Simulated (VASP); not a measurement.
A run of VASP 6.6.1 is set up as follows.

INCAR

```
  ALGO = Normal
  EDIFF = 1E-7
  ENCUT = 520
  GGA = PE
  ISIF = 2
  ISMEAR = -1
  LASPH = True
  LCHARG = False
  LREAL = False
  LWAVE = False
  NBANDS = 12
  NELM = 60
  PREC = Accurate
  SIGMA = 0.08
```

The input KPOINTS:

```
k-points
0
Gamma
  13 13 13
```

Contents of POSCAR:

```
La
1.0
   -2.0565260931      2.0565260931      2.0565260931
    2.0565260931     -2.0565260931      2.0565260931
    2.0565260931      2.0565260931     -2.0565260931
La
1
Direct
    0.0000000000      0.0000000000      0.0000000000
```

Potentials or basis: VASP PAW PBE potentials, release 64 (La).

Launch:

```console
$ cat potpaw_PBE.64/La/POTCAR > POTCAR
$ mpirun -np 1 vasp_std > vasp.out
```

What does it give for the band gap on the k mesh?

Zero (an odd number of electrons rules out a gap without spin polarisation).

Estimate the pressure.

2.6 GPa.

Caveat: spin-orbit coupling is left out, which moves the levels of the heavy elements.
